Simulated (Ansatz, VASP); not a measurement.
**Two plane-wave programs on Mg**

INCAR

```
SYSTEM = Mg
PREC     = Accurate       ! precision mode
ENCUT    = 520            ! plane-wave cutoff, eV
EDIFF    = 1E-6           ! SCF threshold, eV
ISMEAR   = 0              ! smearing method
SIGMA    = 0.1            ! smearing width, eV
LREAL    = .FALSE.        ! projectors in reciprocal space
LASPH    = .TRUE.         ! aspherical terms in the spheres
NELM     = 80             ! most SCF steps
ALGO     = Normal         ! electronic algorithm
ISIF     = 2              ! what is computed and relaxed
LWAVE    = .FALSE.        ! write WAVECAR
LCHARG   = .FALSE.        ! write CHGCAR
GGA      = PE             ! functional
NBANDS   = 7              ! bands
```

The input KPOINTS:

```
regular mesh
0
G
  6 6 6
  0 0 0
```

POSCAR

```
Mg
1.0
    0.0000000000      2.2897804599      2.2897804599
    2.2897804599      0.0000000000      2.2897804599
    2.2897804599      2.2897804599      0.0000000000
Mg
1
Direct
    0.0000000000      0.0000000000      0.0000000000
```

Input for Ansatz:

```yaml
crystal:
  lattice:
    - [0.0, 2.2897804599, 2.2897804599]
    - [2.2897804599, 0.0, 2.2897804599]
    - [2.2897804599, 2.2897804599, 0.0]
  atoms:
    - { symbol: Mg, position: [0.0, 0.0, 0.0] }
basis:
  ecutwfc: 420
kpoints:
  mp_grid: { grid: [6, 6, 6] }
hamiltonian:
  xc: pbe
scf:
  occupations: { method: gaussian, width: 0.1 }
output:
  forces: true
  stress: true
  eigenvalues: true
```

Alike in both runs: task single point; functional PBE; k mesh 6 × 6 × 6; occupations gaussian, width 0.1 eV; no spin polarisation.

```csv
,VASP,Ansatz
version,VASP 6.6.1,Ansatz 0.2.0
potentials or method,"VASP PAW PBE potentials, release 64 (Mg), cutoff 520 eV","scalar-relativistic, plane waves, PAW"
valence electrons in the cell,2,10
```

|  | VASP | Ansatz | Ansatz less VASP |
| --- | --- | --- | --- |
| gap on the k mesh at the Fermi level (eV) | none | none | - |
| pressure (GPa) | -1.7 | -1.6 | +0.13 |

A gap of «none» marks a metal or a gap that the smearing closes. VASP's potentials hold 2 valence electrons a cell and Ansatz's 10, so a difference there can come from the potentials and not from the codes.

The k mesh is coarse, so the values compare programs but aren't converged.
